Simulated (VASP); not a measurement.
## MgO: single point with LDA

The system is MgO.

```
CELL_PARAMETERS angstrom
4.16071 0.00000 0.00000
0.00000 -4.16071 0.00000
0.00000 0.00000 -4.16071
ATOMIC_POSITIONS crystal
Mg 0.91163 0.08837 0.09998
Mg 0.50000 0.50000 0.00000
Mg 0.50000 0.00000 0.50000
Mg 0.00000 0.50000 0.50000
O 0.50000 0.00000 0.00000
O 0.00000 0.50000 0.00000
O 0.00000 0.00000 0.50000
O 0.50000 0.50000 0.50000
```

This cell differs from its parent crystal: atom 1 (Mg) moved by -0.520 Å along [1 1 0] and -0.416 Å along [0 0 1].

```yaml
Program: VASP 6.6.1
Task: single point
Functional: LDA
Potentials_or_basis: VASP PAW LDA potentials, release 64 (Mg_sv, O)
Cutoff: 840 eV
k_mesh: 6 × 6 × 6
Occupations: gaussian, width 0.05 eV
Spin: no spin polarisation
```

* Pressure: 13.2 GPa
* Largest force: 7.218 eV/Å
* Band gap on the k mesh: 4.86 eV

Forces in eV/Å, atoms in the order of the input:
```
Mg   3.599  3.599  5.119
Mg  -1.233 -1.233  0.499
Mg  -1.354  0.480 -1.431
Mg   0.480 -1.354 -1.431
O   -1.599 -0.159 -0.194
O   -0.159 -1.599 -0.194
O    0.063  0.063 -2.579
O    0.203  0.203  0.212
```

Stress tensor (GPa, compression positive):
```
11.99 -1.88 -2.59
-1.88 11.99 -2.59
-2.59 -2.59 15.72
```

Levels at points of the mesh, in eV from the valence-band top:
```
           k point  band 30  band 31  band 32  band 33  band 34  band 35
(0.00, 0.00, 0.00)    -0.19    -0.19     0.00     4.86     8.30     9.07
(0.50, 0.00, 0.00)    -0.93    -0.88    -0.67     7.88     8.33    10.04
(0.00, 0.00, 0.50)    -0.98    -0.83    -0.64     7.83     8.35    10.02
(0.50, 0.50, 0.00)    -0.93    -0.86    -0.34     8.90     9.49     9.64
(0.00, 0.50, 0.50)    -0.92    -0.85    -0.36     8.87     9.50     9.65
(0.50, 0.50, 0.50)    -0.80    -0.35    -0.33     7.43     7.98     8.00
```

Run time: 4.5 min on 1 thread of Intel(R) Xeon(R) Platinum 8259CL CPU @ 2.50GHz (Skylake/Cascade Lake), on a shared host, peak memory 0.4 GiB.

Caveat: the cell differs from its parent crystal (atom 1 (Mg) moved by -0.520 Å along [1 1 0] and -0.416 Å along [0 0 1]); the cell stands under pressure; forces of over 1 eV/Å act on the atoms, so gaps and moduli don't describe the material at rest.
